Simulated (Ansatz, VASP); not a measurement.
Two plane-wave programs on NiO

```
Ni O
1.0
     0.00000    2.03727    2.03727
     2.03727    0.00000    2.03727
     2.03727    2.03727    0.00000
Ni O
1 1
Direct
  0.00000 0.00000 0.00000
  0.50000 0.50000 0.50000
```

Alike in both runs: task single point; functional PBEsol; k mesh 18 × 18 × 18; occupations gaussian, width 0.1 eV; collinear spin.

|  | VASP | Ansatz |
| --- | --- | --- |
| version | VASP 6.6.1 | Ansatz 0.2.0 |
| potentials or method | VASP PAW PBE potentials, release 64 (Ni, O), cutoff 520 eV | scalar-relativistic, plane waves, PAW |
| valence electrons in the cell | 16 | 24 |

```tsv
	VASP	Ansatz	Ansatz less VASP
gap on the k mesh at the Fermi level (eV)	none	none	-
pressure (GPa)	4.9	4.9	-0.02
net moment per atom (μB)	0.39	0.42	+0.031
size of the moment on the site where the two differ most (μB)	0.66	0.69	+0.035
```

VASP's potentials were made for PBE, not for PBEsol. Site moments also hang on the region over which each program counts them. A gap of «none» marks a metal or a gap that the smearing closes. VASP's potentials hold 16 valence electrons a cell and Ansatz's 24, so a difference there can come from the potentials and not from the codes. Ansatz's warnings: stability check not made.
